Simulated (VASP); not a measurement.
# AgPtBr5 (P4/mmm) in VASP: a series of runs, part 2 of 2

VASP 6.6.1.

**5. Single point, PBE**

This run uses another cell than the first one, of 30.05 Å³/atom.

The input, INCAR:

```
SYSTEM = AgPtBr5
ALGO = Normal ; EDIFF = 1E-7
ENCUT = 520 ; GGA = PE
ISIF = 2 ; ISMEAR = 0
LASPH = .True. ; LCHARG = .False.
LREAL = .False. ; LWAVE = .False.
NBANDS = 37 ; NELM = 60
PREC = Accurate ; SIGMA = 0.1
```

The input, KPOINTS:

```
k-points
0
Gamma
  8 8 4
  0 0 0
```

The input, POSCAR:

```
AgPtBr5
1.0
    4.3821673523      0.0000000000      0.0000000000
    0.0000000000      4.3821673523      0.0000000000
    0.0000000000      0.0000000000     10.9528071903
Ag Pt Br
1 1 5
Direct
    0.5000000000      0.5000000000      0.0000000000
    0.0000000000      0.0000000000      0.5000000000
    0.5000000000      0.0000000000      0.6505764531
    0.0000000000      0.5000000000      0.6505764531
    0.5000000000      0.0000000000      0.3494235469
    0.0000000000      0.5000000000      0.3494235469
    0.0000000000      0.0000000000      0.0000000000
```

Potentials or basis: VASP PAW PBE potentials, release 64 (Ag, Pt, Br).

The run is started by

```console
$ cat potpaw_PBE.64/Ag/POTCAR potpaw_PBE.64/Pt/POTCAR potpaw_PBE.64/Br/POTCAR > POTCAR
$ mpirun -np 1 vasp_std > vasp.out
```

OUTCAR:

```text
SYSTEM = AgPtBr5
   EDIFF = 1E-7
   ENCUT = 520
   GGA = PE
   ISIF = 2
   ISMEAR = 0
   LASPH = .True.
   LREAL = .False.
   NELM = 60
   PREC = Accurate

 ion  position               nearest neighbor table
   1  0.500  0.500  0.000-   7 3.10   7 3.10   7 3.10   7 3.10
   2  0.000  0.000  0.500-   3 2.74   4 2.74   5 2.74   6 2.74   4 2.74   6 2.74   3 2.74   5 2.74

   3  0.500  0.000  0.651-   2 2.74   2 2.74
   4  0.000  0.500  0.651-   2 2.74   2 2.74
   5  0.500  0.000  0.349-   2 2.74   2 2.74
   6  0.000  0.500  0.349-   2 2.74   2 2.74
   7  0.000  0.000  0.000-   1 3.10   1 3.10   1 3.10   1 3.10

  LATTYP: Found a simple tetragonal cell.
 ALAT       =     4.3821673523
 C/A-ratio  =     2.4994041326

  Lattice vectors:

 A1 = (   4.3821673523,   0.0000000000,   0.0000000000)
 A2 = (   0.0000000000,   4.3821673523,   0.0000000000)
 A3 = (   0.0000000000,   0.0000000000,  10.9528071903)

Analysis of symmetry for initial positions (statically):
=====================================================================
 Subroutine PRICEL returns:
 Original cell was already a primitive cell.

 Routine SETGRP: Setting up the symmetry group for a
 simple tetragonal supercell.

 Subroutine GETGRP returns: Found 16 space group operations
 (whereof 16 operations were pure point group operations)
 out of a pool of 16 trial point group operations.

The static configuration has the point symmetry D_4h.

Analysis of symmetry for dynamics (positions and initial velocities):
=====================================================================
 Subroutine PRICEL returns:
 Original cell was already a primitive cell.

 Routine SETGRP: Setting up the symmetry group for a
 simple tetragonal supercell.

 Subroutine GETGRP returns: Found 16 space group operations
 (whereof 16 operations were pure point group operations)
 out of a pool of 16 trial point group operations.

The dynamic configuration has the point symmetry D_4h.
[... 126 lines left out ...]
   IALGO  =     38    algorithm
   IMIX   =      4    mixing-type and parameters
     AMIX     =   0.40;   BMIX     =  1.00
     AMIX_MAG =   1.60;   BMIX_MAG =  1.00
  volume/ion in A,a.u.               =      30.05       202.77
  Fermi-wavevector in a.u.,A,eV,Ry     =   1.053181  1.990224 15.091452  1.109190
  Thomas-Fermi vector in A             =   2.188293
   LORBIT       =      0    0 simple, 1 ext, 2 COOP (PROOUT), +10 PAW based schemes
   GGA     = PE    functional components
   LHFCALC =     F    Hartree Fock is set to
   AEXX    =    0.0000 exact exchange contribution
   IVDW    =     0    specifies the selected vdW correction
   LEPSILON=     F    determine dielectric tensor
   LRPA    =     F    only Hartree local field effects (RPA)
 non-spin polarized calculation
 Gauss-broadening in eV      SIGMA  =   0.10
  energy-cutoff  :      520.00
  volume of cell :      210.33
 maximum number of plane-waves:      5720
 NGX is ok and might be reduce to    36
   NGX = 17   NGY = 17   NGZ = 41

 number of electron      56.0000014 magnetization

 Free energy of the ion-electron system (eV)
  ---------------------------------------------------
  ext. energy  EPLUGINS =         0.00000000
  ---------------------------------------------------
  free energy    TOTEN  =       -15.48026787 eV

  energy without entropy =      -15.45917249  energy(sigma->0) =      -15.46972018

 E-fermi :   1.5628     XC(G=0):  -8.5072

 val. band max:        1.5329480148   @ k =   0.5000   0.2500   0.5000
 cond. band min:       1.6499153016   @ k =   0.2500   0.1250   0.0000
 fundamental gap:      0.1169672868
 Fermi energy:         1.5628446673

 k-point     1 :       0.0000    0.0000    0.0000
  band No.  band energies     occupation
      1     -14.4896      2.00000
      2     -14.0117      2.00000
      3     -12.6396      2.00000
      4     -12.2506      2.00000
      5     -11.9855      2.00000
      6      -3.9436      2.00000
[... 949 lines left out ...]
     36       9.0273      0.00000
     37       9.1023      0.00000

 [... further k-points ...]
[... 5 lines left out ...]
  --------------------------------------------------------------------------------------
  -------------------------------------------------------------------------------------
  Total       -0.0504392     -0.0504392     -0.0219542      0.0000000     -0.0000000     -0.0000000
  in kB       -0.3842161     -0.3842161     -0.1672345      0.0000000     -0.0000000     -0.0000000
  external PRESSURE =      -0.3118889 kB  Pullay stress =       0.0000000 kB

 VOLUME and BASIS-vectors are now :
 -----------------------------------------------------------------------------
  energy-cutoff  :      520.00
  volume of cell :      210.33
      direct lattice vectors                 reciprocal lattice vectors
     4.382167352  0.000000000  0.000000000     0.228197583  0.000000000  0.000000000
     0.000000000  4.382167352  0.000000000     0.000000000  0.228197583  0.000000000
     0.000000000  0.000000000 10.952807190     0.000000000  0.000000000  0.091300795

 POSITION                                       TOTAL-FORCE (eV/Angst)
 -----------------------------------------------------------------------------------
      2.19108      2.19108      0.00000        -0.000000     -0.000000      0.000000
      0.00000      0.00000      5.47640        -0.000000     -0.000000      0.000000
      2.19108      0.00000      7.12564         0.000000      0.000000      0.000445
      0.00000      2.19108      7.12564         0.000000     -0.000000      0.000445
      2.19108      0.00000      3.82717        -0.000000      0.000000     -0.000445
      0.00000      2.19108      3.82717        -0.000000     -0.000000     -0.000445
      0.00000      0.00000      0.00000        -0.000000     -0.000000      0.000000
 -----------------------------------------------------------------------------------
    total drift:                                0.000000      0.000000      0.000000

  FREE ENERGIE OF THE ION-ELECTRON SYSTEM (eV)
  ---------------------------------------------------
  free  energy   TOTEN  =       -15.4802678652 eV

  energy  without entropy=      -15.4591724894  energy(sigma->0) =      -15.46972018
```

OSZICAR:

```text
N       E                     dE             d eps       ncg     rms          rms(c)
DAV:   1     0.363257485004E+03    0.36326E+03   -0.24410E+04  3330   0.131E+03
DAV:   2     0.129019974263E+02   -0.35036E+03   -0.33716E+03  4156   0.246E+02
DAV:   3    -0.166105220232E+02   -0.29513E+02   -0.29048E+02  3900   0.720E+01
DAV:   4    -0.170971750839E+02   -0.48665E+00   -0.48540E+00  3770   0.103E+01
DAV:   5    -0.171051187010E+02   -0.79436E-02   -0.79416E-02  3958   0.125E+00    0.163E+01
DAV:   6    -0.174195380863E+02   -0.31442E+00   -0.26996E+01  3615   0.217E+01    0.200E+01
DAV:   7    -0.156501529188E+02    0.17694E+01   -0.30051E+00  3525   0.118E+01    0.876E+00
DAV:   8    -0.156506993955E+02   -0.54648E-03   -0.25958E+00  3530   0.868E+00    0.432E+00
DAV:   9    -0.154886808885E+02    0.16202E+00   -0.92740E-01  3575   0.531E+00    0.125E+00
DAV:  10    -0.154836969264E+02    0.49840E-02   -0.31633E-02  3715   0.831E-01    0.746E-01
DAV:  11    -0.154805440857E+02    0.31528E-02   -0.12322E-02  3686   0.589E-01    0.318E-01
DAV:  12    -0.154803352059E+02    0.20888E-03   -0.13429E-03  3735   0.230E-01    0.165E-01
DAV:  13    -0.154802974026E+02    0.37803E-04   -0.27892E-04  3771   0.869E-02    0.715E-02
DAV:  14    -0.154802719098E+02    0.25493E-04   -0.97101E-05  4061   0.651E-02    0.161E-02
DAV:  15    -0.154802682707E+02    0.36391E-05   -0.20946E-05  4116   0.275E-02    0.135E-02
DAV:  16    -0.154802678886E+02    0.38209E-06   -0.46265E-06  3899   0.116E-02    0.738E-03
DAV:  17    -0.154802678564E+02    0.32268E-07   -0.14230E-06  3923   0.742E-03    0.310E-03
DAV:  18    -0.154802678652E+02   -0.88567E-08   -0.35249E-07  3250   0.407E-03
   1 F= -.15480268E+02 E0= -.15469720E+02  d E =-.210954E-01
```

stdout:

```text
POSCAR found type information on POSCAR AgPtBr
 POSCAR found :  3 types and       7 ions
 scaLAPACK will be used
 LDA part: xc-table for (Slater+PW92), standard interpolation
 POSCAR, INCAR and KPOINTS ok, starting setup
 FFT: planning ... GRIDC
 FFT: planning ... GRID_SOFT
 FFT: planning ... GRID
 WAVECAR not read
 entering main loop
```

Wall time 11 min (1 thread of Oxide Virtual Turin-like, shared host); peak memory 0.5 GiB.

Results:

```yaml
Free_energy: -15.4803 eV
Pressure: 0.0 GPa
Band_gap_on_the_k_mesh: zero (bands 28 and 29 overlap by 0.59 eV)
```

Caveat: spin-orbit coupling is left out, which moves the levels of the heavy elements.

**6. The runs side by side**

| task | cell | k mesh | cutoff (eV) | gap on the mesh (eV) | pressure (GPa) | largest force (eV/Å) |
| --- | --- | --- | --- | --- | --- | --- |
| single point | a = 4.673, b = 4.673, c = 8.207 Å, 7 atoms, atomic positions A | 4 × 4 × 2 | 520 | none | -2.3 | 1.08 |
| single point | a = 4.411, b = 4.411, c = 10.410 Å, 7 atoms, atomic positions B | 4 × 4 × 2 | 520 | none | 0.0 | 0.01 |
| relaxation of cell and atoms | relaxed from a = 4.673, b = 4.673, c = 8.207 Å, 7 atoms, atomic positions A | 4 × 4 × 2 | 600 | none | -0.1 | 0.01 |
| single point | a = 4.382, b = 4.382, c = 10.953 Å, 7 atoms, atomic positions C | 8 × 8 × 4 | 520 | none | 0.0 | - |

Alike in all rows: level PBE; potentials or basis VASP PAW PBE potentials, release 64 (Ag, Pt, Br); no spin polarisation; smearing gaussian 0.1 eV.

Caveats: some runs use coarse meshes; spin-orbit coupling is left out, which moves the levels of the heavy elements; forces of over 1 eV/Å act on the atoms, so gaps and moduli don't describe the material at rest (at least some runs); the volume moved by over 15 % at a fixed basis, so the end points are rough (at least some runs).

Total energies depend on the potentials used, so only differences within one code and one set of settings carry meaning.
